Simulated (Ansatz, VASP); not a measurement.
Two plane-wave programs on SiNi3

```
Si Ni
1.0
     3.50626    0.00000    0.00000
     0.00000    3.50626    0.00000
     0.00000    0.00000    3.50626
Si Ni
1 3
Direct
  0.00000 0.00000 0.00000
  0.00000 0.35740 0.50000
  0.50000 0.85740 0.50000
  0.50000 0.35740 0.00000
```

Change from the starting cell: all Ni atoms moved -0.500 Å, as atom 2 along Cartesian [0 1 0].

Alike in both runs: task single point; functional PBE; k mesh 14 × 14 × 14; occupations gaussian, width 0.15 eV; no spin polarisation.

|  | VASP | Ansatz |
| --- | --- | --- |
| version | VASP 6.6.1 | Ansatz 0.2.0 |
| potentials or method | VASP PAW PBE potentials, release 64 (Si, Ni), cutoff 520 eV | scalar-relativistic, plane waves, PAW |
| valence electrons in the cell | 34 | 58 |

```tsv
	VASP	Ansatz	Ansatz less VASP
gap on the k mesh at the Fermi level (eV)	none	none	-
pressure (GPa)	13.1	13.0	-0.11
traceless stress, the component that is largest in VASP (GPa)	0.38	0.49	+0.109
rms of the force components (eV/Å)	1.352	1.340	-0.0121
```

Atom by atom the forces differ by 0.012 eV/Å (rms over components). A gap of «none» marks a metal or a gap that the smearing closes. VASP's potentials hold 34 valence electrons a cell and Ansatz's 58, so a difference there can come from the potentials and not from the codes.
